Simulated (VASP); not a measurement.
# V2Cd (P6_3/mmc) in VASP: notebook

V2Cd is run at these levels: PBE; tasks: single point.

Everything below comes from runs of VASP 6.6.1. Logs are shortened: lines on timing, memory, paths and dates and some standing lists are left out, and cuts for length are marked.

**1. The cell of the first run**

The structure is hexagonal, space group P6_3/mmc (No. 194). The conventional cell has a = 3.026 Å, b = 3.026 Å, c = 11.768 Å, α = 90.00°, β = 90.00°, γ = 120.00°. Within 3.1 Å of V (site symmetry 3m) lie 3 Cd at 2.26 Å and 7 V at 2.88 to 3.03 Å. Within 3.1 Å of Cd (site symmetry -6m2) lie 6 V at 2.26 Å and 6 Cd at 3.03 Å.

**2. Single point, PBE, collinear spin, ferromagnetic start**

INCAR reads:

```
SYSTEM = V2Cd
PREC = Accurate
ENCUT = 520
EDIFF = 1E-6
ISMEAR = 0
SIGMA = 0.1
LREAL = .FALSE.
LASPH = .TRUE.
NELM = 150
ALGO = Fast
ISIF = 2
LWAVE = .FALSE.
LCHARG = .FALSE.
ISPIN = 2
MAGMOM = 2 2 2 2 0 0
LORBIT = 11
LMAXMIX = 4
GGA = PE
NBANDS = 51
```

KPOINTS reads:

```
Automatic mesh
0
G
  6 6 2
  0 0 0
```

POSCAR reads:

```
V2Cd
1.0
    3.0255749836      0.0000000000      0.0000000000
   -1.5127874918      2.6202247969      0.0000000000
    0.0000000000      0.0000000000     11.7682459903
V Cd
4 2
Direct
    0.3333333333      0.6666666667      0.6275000000
    0.6666666667      0.3333333333      0.1275000000
    0.3333333333      0.6666666667      0.8725000000
    0.6666666667      0.3333333333      0.3725000000
    0.3333333333      0.6666666667      0.2500000000
    0.6666666667      0.3333333333      0.7500000000
```

Potentials or basis: VASP PAW PBE potentials, release 64 (V_sv, Cd).

Started as:

```bash
cat potpaw_PBE.64/V_sv/POTCAR potpaw_PBE.64/Cd/POTCAR > POTCAR
mpirun -np 1 vasp_std > vasp.out
```

OUTCAR:

```text
SYSTEM = V2Cd
   PREC = Accurate
   ENCUT = 520
   EDIFF = 1E-6
   ISMEAR = 0
   LREAL = .FALSE.
   LASPH = .TRUE.
   NELM = 150
   ISIF = 2
   ISPIN = 2
   LORBIT = 11
   GGA = PE

 ion  position               nearest neighbor table
   1  0.333  0.667  0.627-   6 2.26   6 2.26   6 2.26   3 2.88
   2  0.667  0.333  0.127-   5 2.26   5 2.26   5 2.26   4 2.88
   3  0.333  0.667  0.873-   6 2.26   6 2.26   6 2.26   1 2.88
   4  0.667  0.333  0.373-   5 2.26   5 2.26   5 2.26   2 2.88
   5  0.333  0.667  0.250-   2 2.26   4 2.26   2 2.26   4 2.26   2 2.26   4 2.26
   6  0.667  0.333  0.750-   1 2.26   3 2.26   1 2.26   3 2.26   1 2.26   3 2.26

  LATTYP: Found a hexagonal cell.
 ALAT       =     3.0255749836
 C/A-ratio  =     3.8895899305

  Lattice vectors:

 A1 = (   3.0255749836,   0.0000000000,   0.0000000000)
 A2 = (  -1.5127874918,   2.6202247969,   0.0000000000)
 A3 = (   0.0000000000,   0.0000000000,  11.7682459903)

Analysis of symmetry for initial positions (statically):
=====================================================================
 Subroutine PRICEL returns:
 Original cell was already a primitive cell.

 Routine SETGRP: Setting up the symmetry group for a
 hexagonal supercell.

 Subroutine GETGRP returns: Found 24 space group operations
 (whereof 12 operations were pure point group operations)
 out of a pool of 24 trial point group operations.

The static configuration has the point symmetry D_3d.
 The point group associated with its full space group is D_6h.

Analysis of symmetry for dynamics (positions and initial velocities):
=====================================================================
 Subroutine PRICEL returns:
 Original cell was already a primitive cell.

 Routine SETGRP: Setting up the symmetry group for a
 hexagonal supercell.

 Subroutine GETGRP returns: Found 24 space group operations
 (whereof 12 operations were pure point group operations)
 out of a pool of 24 trial point group operations.

The dynamic configuration has the point symmetry D_3d.
 The point group associated with its full space group is D_6h.

Analysis of structural, dynamic, and magnetic symmetry:
=====================================================================
 Subroutine PRICEL returns:
 Original cell was already a primitive cell.

 Routine SETGRP: Setting up the symmetry group for a
 hexagonal supercell.

 Subroutine GETGRP returns: Found 24 space group operations
 (whereof 12 operations were pure point group operations)
 out of a pool of 24 trial point group operations.

The overall configuration has the point symmetry D_3d.
 The point group associated with its full space group is D_6h.

[... 136 lines left out ...]

 Free energy of the ion-electron system (eV)
  ---------------------------------------------------
  ext. energy  EPLUGINS =         0.00000000
  ---------------------------------------------------
  free energy    TOTEN  =       -19.15118796 eV

  energy without entropy =      -19.10069288  energy(sigma->0) =      -19.12594042

 E-fermi :   7.4157     XC(G=0): -12.0915

 val. band max:        7.4083727248   @ k =   0.1667   0.1667   0.0000
 cond. band min:       7.4229052051   @ k =   0.3333   0.1667   0.0000
 fundamental gap:      0.0145324803
 Fermi energy:         7.4156585839

 spin component 1

 k-point     1 :       0.0000    0.0000    0.0000
  band No.  band energies     occupation
      1     -57.2652      1.00000
      2     -57.2626      1.00000
      3     -57.2433      1.00000
      4     -57.2406      1.00000
      5     -31.3234      1.00000
      6     -31.2927      1.00000
[... 731 lines left out ...]
     49      10.9765      0.00000
     50      11.0260      0.00000
 Fermi energy:         7.4156585839

 spin component 2

 k-point     1 :       0.0000    0.0000    0.0000
  band No.  band energies     occupation
      1     -55.9795      1.00000
      2     -55.9768      1.00000
      3     -55.9570      1.00000
      4     -55.9542      1.00000
      5     -30.0593      1.00000
      6     -30.0266      1.00000
[... 731 lines left out ...]
     49      11.9488      0.00000
     50      12.0364      0.00000
 [bands above 50 left out]

------------------------ aborting loop because EDIFF is reached ----------------------------------------

  FORCE on cell =-STRESS in cart. coord.  units (eV):
  Direction    XX          YY          ZZ          XY          YZ          ZX
  --------------------------------------------------------------------------------------
  -------------------------------------------------------------------------------------
  Total       38.2106215     38.2106215     46.6058907      0.0000000      0.0000000      0.0000000
  in kB      656.2003729    656.2003729    800.3743906      0.0000000      0.0000000      0.0000000
  external PRESSURE =     704.2583788 kB  Pullay stress =       0.0000000 kB

 VOLUME and BASIS-vectors are now :
 -----------------------------------------------------------------------------
  energy-cutoff  :      520.00
  volume of cell :       93.29
      direct lattice vectors                 reciprocal lattice vectors
     3.025574984  0.000000000  0.000000000     0.330515689  0.190823322  0.000000000
    -1.512787492  2.620224797  0.000000000     0.000000000  0.381646644  0.000000000
     0.000000000  0.000000000 11.768245990     0.000000000  0.000000000  0.084974430

 POSITION                                       TOTAL-FORCE (eV/Angst)
 -----------------------------------------------------------------------------------
     -0.00000      1.74682      7.38457        -0.000000      0.000000    -10.055484
      1.51279      0.87341      1.50045         0.000000      0.000000    -10.055484
     -0.00000      1.74682     10.26779        -0.000000     -0.000000     10.055484
      1.51279      0.87341      4.38367         0.000000     -0.000000     10.055484
     -0.00000      1.74682      2.94206         0.000000     -0.000000      0.000000
      1.51279      0.87341      8.82618        -0.000000     -0.000000     -0.000000
 -----------------------------------------------------------------------------------
    total drift:                               -0.000000      0.000000     -0.000000

  FREE ENERGIE OF THE ION-ELECTRON SYSTEM (eV)
  ---------------------------------------------------
  free  energy   TOTEN  =       -19.1511879566 eV

  energy  without entropy=      -19.1006928758  energy(sigma->0) =      -19.12594042

 total charge

# of ion       s       p       d       tot
------------------------------------------
    1        2.305   6.208   3.224  11.738
    2        2.305   6.208   3.224  11.738
    3        2.305   6.208   3.224  11.738
    4        2.305   6.208   3.224  11.738
    5        0.860   0.852   9.510  11.222
    6        0.860   0.852   9.510  11.222
--------------------------------------------------
tot         10.941  26.538  31.916  69.394

 magnetization (x)

# of ion       s       p       d       tot
------------------------------------------
    1        0.009   0.034   1.307   1.349
    2        0.009   0.034   1.307   1.349
    3        0.009   0.034   1.307   1.349
    4        0.009   0.034   1.307   1.349
    5       -0.016   0.086   0.086   0.155
    6       -0.016   0.086   0.086   0.155
--------------------------------------------------
tot          0.004   0.306   5.397   5.708
```

OSZICAR:

```text
N       E                     dE             d eps       ncg     rms          rms(c)
DAV:   1     0.109910657038E+04    0.10991E+04   -0.44580E+04  2904   0.170E+03
DAV:   2     0.293594212866E+02   -0.10697E+04   -0.10415E+04  2874   0.554E+02
DAV:   3    -0.211112182387E+02   -0.50471E+02   -0.47362E+02  3284   0.138E+02
[... 10 lines left out ...]
RMM:  14    -0.191509762794E+02   -0.27128E-03   -0.38879E-04  3402   0.867E-02    0.703E-02
RMM:  15    -0.191511476239E+02   -0.17134E-03   -0.18101E-04  3035   0.695E-02    0.583E-02
RMM:  16    -0.191511852760E+02   -0.37652E-04   -0.60211E-05  3071   0.423E-02    0.334E-02
RMM:  17    -0.191511869636E+02   -0.16876E-05   -0.37628E-05  2952   0.271E-02    0.113E-02
RMM:  18    -0.191511878469E+02   -0.88327E-06   -0.10821E-05  2628   0.141E-02    0.282E-03
RMM:  19    -0.191511879566E+02   -0.10975E-06   -0.15769E-06  1953   0.555E-03
   1 F= -.19151188E+02 E0= -.19125940E+02  d E =-.504951E-01  mag=     6.5428
```

It took 2.6 min on 1 thread of Intel Xeon Platinum 8259CL at 2.50GHz (Skylake/Cascade Lake), shared host; peak memory 0.31 GiB.

Results:

* Free energy: -19.1512 eV
* Pressure: 70.4 GPa
* Largest force: 10.055 eV/Å
* Net moment: 6.54 μB per cell
* Site moments: V +1.35; Cd +0.15 μB
* Valence electrons inside the program's atomic spheres: V 11.74; Cd 11.22

Forces on the atoms (eV/Å):
```
V     0.000   0.000 -10.055
V     0.000   0.000 -10.055
V     0.000   0.000  10.055
V     0.000   0.000  10.055
Cd    0.000   0.000   0.000
Cd    0.000   0.000   0.000
```

Levels at points of the mesh, in eV from the Fermi level:
Spin up:
```csv
k point,band 40,band 41,band 42,band 43,band 44,band 45
"(0.00, 0.00, 0.00)",-0.07,0.02,0.02,0.70,0.70,0.89
"(0.50, 0.00, 0.00)",0.23,0.48,0.71,0.73,1.08,1.29
"(0.00, 0.00, 0.50)",-0.03,-0.03,-0.03,0.79,0.79,0.79
"(0.50, 0.00, 0.50)",-0.31,0.85,0.85,0.91,0.91,1.29
```
Spin down:
| k point | band 30 | band 31 | band 32 | band 33 | band 34 | band 35 | band 36 | band 37 | band 38 | band 39 |
| --- | --- | --- | --- | --- | --- | --- | --- | --- | --- | --- |
| (0.00, 0.00, 0.00) | -3.74 | -1.57 | -0.44 | -0.40 | -0.21 | 0.19 | 0.19 | 0.28 | 0.28 | 1.16 |
| (0.50, 0.00, 0.00) | -3.67 | -1.58 | -1.57 | -0.36 | -0.18 | 0.20 | 0.29 | 0.30 | 0.30 | 0.54 |
| (0.00, 0.00, 0.50) | -4.37 | -0.97 | -0.97 | -0.26 | -0.26 | 0.23 | 0.23 | 0.23 | 0.23 | 1.19 |
| (0.50, 0.00, 0.50) | -3.72 | -1.56 | -1.56 | -0.25 | -0.25 | 0.21 | 0.21 | 0.41 | 0.41 | 0.59 |

Caveat: the k points lie up to 0.40 Å⁻¹ apart; forces of over 1 eV/Å act on the atoms, so gaps and moduli don't describe the material at rest.

**3. Single point, PBE, collinear spin, ferromagnetic start**

This run uses another cell than the first one, of 16.69 Å³/atom.

INCAR reads:

```
SYSTEM = V2Cd
PREC     = Accurate       ! precision mode
ENCUT    = 520            ! plane-wave cutoff, eV
EDIFF    = 1E-7           ! SCF threshold, eV
ISMEAR   = 0              ! smearing method
SIGMA    = 0.1            ! smearing width, eV
LREAL    = .FALSE.        ! projectors in reciprocal space
LASPH    = .TRUE.         ! aspherical terms in the spheres
NELM     = 150            ! most SCF steps
ALGO     = Fast           ! electronic algorithm
ISIF     = 2              ! what is computed and relaxed
LWAVE    = .FALSE.        ! write WAVECAR
LCHARG   = .FALSE.        ! write CHGCAR
ISPIN    = 2              ! spin polarisation
MAGMOM   = 1 1 1 1 0 0    ! initial moments
LORBIT   = 11             ! projections on sites
LMAXMIX  = 4              ! l up to which the mixer works
GGA      = PE             ! functional
NBANDS   = 51             ! bands
```

KPOINTS is that of step 2.

POSCAR reads:

```
V2Cd
1.0
    2.9322920356      0.0000000000      0.0000000000
   -1.4661460178      2.5394393941      0.0000000000
    0.0000000000      0.0000000000     13.4514422054
V Cd
4 2
Direct
    0.3333333333      0.6666666667      0.5641651460
    0.6666666667      0.3333333333      0.0641651460
    0.3333333333      0.6666666667      0.9358348540
    0.6666666667      0.3333333333      0.4358348540
    0.3333333333      0.6666666667      0.2500000000
    0.6666666667      0.3333333333      0.7500000000
```

Potentials or basis: VASP PAW PBE potentials, release 64 (V_sv, Cd).

Started as:

```bash
cat potpaw_PBE.64/V_sv/POTCAR potpaw_PBE.64/Cd/POTCAR > POTCAR
mpirun -np 1 vasp_std > vasp.out
```

Wall time 8.9 min (1 thread of Intel Xeon Platinum 8259CL at 2.50GHz (Skylake/Cascade Lake), shared host); peak memory 0.33 GiB.

It converged, with:

```
Free energy                                           : -35.2696 eV
Pressure                                              : 0.5 GPa
Largest force                                         : 0.045 eV/Å
Net moment                                            : 1.17 μB per cell
Site moments                                          : V +0.28; Cd -0.00 μB
Valence electrons inside the program's atomic spheres : V 11.59; Cd 10.41
```

Forces in eV/Å, atoms in the order of the input:
```
V    0.000  0.000  0.045
V    0.000  0.000  0.045
V    0.000  0.000 -0.045
V    0.000  0.000 -0.045
Cd   0.000  0.000  0.000
Cd   0.000  0.000  0.000
```

Stress tensor (GPa, compression positive):
```
0.39 0.00 0.00
0.00 0.39 0.00
0.00 0.00 0.84
```

Levels at points of the mesh, in eV from the Fermi level:
Spin up:
| k point | band 35 | band 36 | band 37 | band 38 | band 39 | band 40 | band 41 | band 42 | band 43 | band 44 |
| --- | --- | --- | --- | --- | --- | --- | --- | --- | --- | --- |
| (0.00, 0.00, 0.00) | -0.45 | -0.45 | -0.45 | -0.45 | -0.28 | -0.28 | -0.25 | -0.25 | 1.85 | 1.85 |
| (0.50, 0.00, 0.00) | -0.68 | -0.50 | -0.39 | -0.39 | -0.33 | 0.10 | 1.25 | 1.52 | 2.05 | 2.13 |
| (0.00, 0.00, 0.50) | -0.45 | -0.45 | -0.45 | -0.45 | -0.26 | -0.26 | -0.26 | -0.26 | 1.87 | 1.87 |
| (0.50, 0.00, 0.50) | -0.85 | -0.85 | -0.36 | -0.36 | 0.03 | 0.03 | 1.34 | 1.34 | 2.19 | 2.19 |
Spin down:
| k point | band 35 | band 36 | band 37 | band 38 | band 39 | band 40 | band 41 | band 42 |
| --- | --- | --- | --- | --- | --- | --- | --- | --- |
| (0.00, 0.00, 0.00) | -0.13 | -0.13 | -0.10 | -0.10 | -0.09 | -0.09 | -0.09 | -0.09 |
| (0.50, 0.00, 0.00) | -0.51 | -0.36 | -0.32 | 0.00 | 0.06 | 0.17 | 1.37 | 1.66 |
| (0.00, 0.00, 0.50) | -0.12 | -0.12 | -0.12 | -0.12 | -0.09 | -0.09 | -0.09 | -0.09 |
| (0.50, 0.00, 0.50) | -0.68 | -0.68 | 0.03 | 0.03 | 0.10 | 0.10 | 1.46 | 1.46 |

Caveat: the k points lie up to 0.41 Å⁻¹ apart; a moment this small can come from the mesh or the smearing.
